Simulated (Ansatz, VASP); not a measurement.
## Hg: VASP beside Ansatz

```
CELL_PARAMETERS angstrom
-1.49953 1.49953 1.49953
1.49953 -1.49953 1.49953
1.49953 1.49953 -1.49953
ATOMIC_POSITIONS crystal
Hg 0.00000 0.00000 0.00000
```

Change from the starting cell: volume scaled by 0.6, PAW files.

Alike in both runs: task single point; functional LDA; k mesh 15 × 15 × 15; occupations fermi-dirac, width 0.1 eV; no spin polarisation.

|  | VASP | Ansatz |
| --- | --- | --- |
| version | VASP 6.6.1 | Ansatz 0.2.0 |
| potentials or method | VASP PAW LDA potentials, release 64 (Hg) | PAW with Ansatz's default frozen-core files, scalar-relativistic |
| plane-wave cutoff (eV) | 520 | 420 |
| valence electrons in the cell | 12 | 20 |

VASP gave:

```
pressure (GPa) : 143.3
```

What did Ansatz give for the same quantities?

Pressure (GPa): 134.0.

LDA's correlation is that of Perdew and Zunger in VASP and of Perdew and Wang (1992) in Ansatz. Both programs put the cell under a high pressure, so it lies far from rest at this level. VASP's potentials hold 12 valence electrons a cell and Ansatz's 20, so a difference there can come from the potentials and not from the codes.

Spin-orbit coupling is off throughout. Noted on VASP's run: the cell as given lies far from equilibrium.
